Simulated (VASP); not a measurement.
Write the native input for VASP 6.6.1 that does the following.

```
Task                   : single point
Functional             : PBE
Potentials or basis    : VASP PAW PBE potentials, release 64 (W_sv)
Cutoff                 : 520 eV
k mesh                 : 4 × 4 × 4
Occupations            : fermi-dirac, width 0.1 eV
Spin                   : no spin polarisation
Dipole correction      : no
Further INCAR settings : ALGO = Normal; EDIFF = 1e-06; NBANDS = 13
```

The structure of W lies in POSCAR:

```
W
1.0
   -1.5921723362      1.5921723362      1.5921723362
    1.5921723362     -1.5921723362      1.5921723362
    1.5921723362      1.5921723362     -1.5921723362
W
1
Direct
    0.0000000000      0.0000000000      0.0000000000
```

These files were run (other wordings do the same):

INCAR

```
ALGO = Normal
EDIFF = 1E-6
ENCUT = 520
GGA = PE
ISIF = 2
ISMEAR = -1
LASPH = T
LCHARG = F
LREAL = F
LWAVE = F
NBANDS = 13
NELM = 60
PREC = Accurate
SIGMA = 0.1
```

KPOINTS

```
k-points
0
Gamma
  4 4 4
```

Potentials or basis: VASP PAW PBE potentials, release 64 (W_sv).

Launch:

```sh
$ cat potpaw_PBE.64/W_sv/POTCAR > POTCAR
$ mpirun -np 1 vasp_std > vasp.out
```

It gave:

The pressure is -0.5 GPa and the band gap on the k mesh is zero (band 7 reaches 16.31 eV, above the bottom of band 8 at 10.05 eV).

Caveat: the k points lie up to 0.70 Å⁻¹ apart; spin-orbit coupling is left out, which moves the levels of the heavy elements.

Run time: 3.9 s on 1 thread of Intel(R) Xeon(R) Platinum 8259CL CPU @ 2.50GHz (Skylake/Cascade Lake) (shared host), peak memory 0.13 GiB.
